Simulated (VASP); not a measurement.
Crystal: MgO.

```
Mg O
1.0
     3.10296    0.00000    0.00000
    -1.55148    2.68724    0.00000
     0.00000    0.00000    6.79557
Mg O
3 3
Direct
  0.00000 0.50000 0.16667
  0.50000 0.50000 0.83333
  0.50000 0.00000 0.50000
  0.50000 0.50000 0.33333
  0.50000 0.00000 0.00000
  0.00000 0.50000 0.66667
```

* Program: VASP 6.6.1
* Task: relaxation of cell and atoms
* Functional: PBE
* Potentials or basis: VASP PAW PBE potentials, release 64 (Mg, O)
* Cutoff: 600 eV
* k mesh: 6 × 6 × 4
* Occupations: gaussian, width 0.1 eV
* Spin: no spin polarisation

At the start: pressure 27.8 GPa; volume 9.44 Å³/atom.

How do energy, volume and symmetry change on relaxing?

Over 9 steps the energy falls by 199.3 meV/atom and the volume is 10.81 Å³/atom (+14.5 %); space group P6_222 (No. 180, to 0.05 Å).

The path:
```csv
step,energy change (eV),largest force (eV/Å),pressure (GPa),volume (Å³)
1,0.0000,0.0000,27.80,56.66
2,-0.9804,0.0000,-9.18,70.99
3,-1.0772,0.0000,-2.77,67.09
4,-1.0773,0.0000,-3.18,67.31
5,-1.1820,0.0000,-1.85,66.02
6,-1.1936,0.0000,-1.21,65.46
7,-1.1937,0.0000,-1.16,65.42
8,-1.1957,0.0000,0.46,64.64
9,-1.1960,0.0000,0.01,64.85
```

Final structure:
```
CELL_PARAMETERS angstrom
3.11070 0.00000 0.00000
-1.55535 2.69394 0.00000
0.00000 0.00000 7.73895
ATOMIC_POSITIONS crystal
Mg 0.00000 0.50000 0.16667
Mg 0.50000 0.50000 0.83333
Mg 0.50000 0.00000 0.50000
O 0.50000 0.50000 0.33333
O 0.50000 0.00000 0.00000
O 0.00000 0.50000 0.66667
```
